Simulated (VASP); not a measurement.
Here is a VASP 6.6.1 calculation.

The input INCAR:

```
  PREC = Accurate
  ENCUT = 520
  EDIFF = 1E-7
  ISMEAR = 0
  SIGMA = 0.05
  LREAL = False
  LASPH = True
  NELM = 80
  ALGO = Normal
  ISIF = 2
  LWAVE = False
  LCHARG = False
  NBANDS = 35
```

The input KPOINTS:

```
Automatic mesh
0
Gamma
  6 6 10
```

File POSCAR:

```
SnO2
1.0
    4.6360773649      0.0000000000      0.0000000000
    0.0000000000      4.3654733426      0.0000000000
    0.0000000000      0.0000000000      2.9489088788
Sn O
2 4
Direct
    0.5000000000      0.5000000000      0.5000000000
    0.0000000000      0.0000000000      0.0000000000
    0.3533071716      0.2470153406      0.0000000000
    0.8533071716      0.2529846594      0.5000000000
    0.1466928284      0.7470153406      0.5000000000
    0.6466928284      0.7529846594      0.0000000000
```

Potentials or basis: VASP PAW LDA potentials, release 64 (Sn_d, O).

Launch:

```console
$ cat potpaw_LDA.64/Sn_d/POTCAR potpaw_LDA.64/O/POTCAR > POTCAR
$ mpirun -np 1 vasp_std > vasp.out
```

Problem. Predict the band gap on the k mesh.

Solution. 3.43 eV (least direct gap 3.64 eV).

Problem. What does it give for the largest force?

Solution. 0.060 eV/Å.

Stress tensor (GPa, compression positive):
```
41.54  0.00  0.00
 0.00 42.36  0.00
 0.00  0.00 59.45
```

Caveat: the cell stands under pressure; spin-orbit coupling is left out, which moves the levels of the heavy elements. A k mesh can miss the band edges.
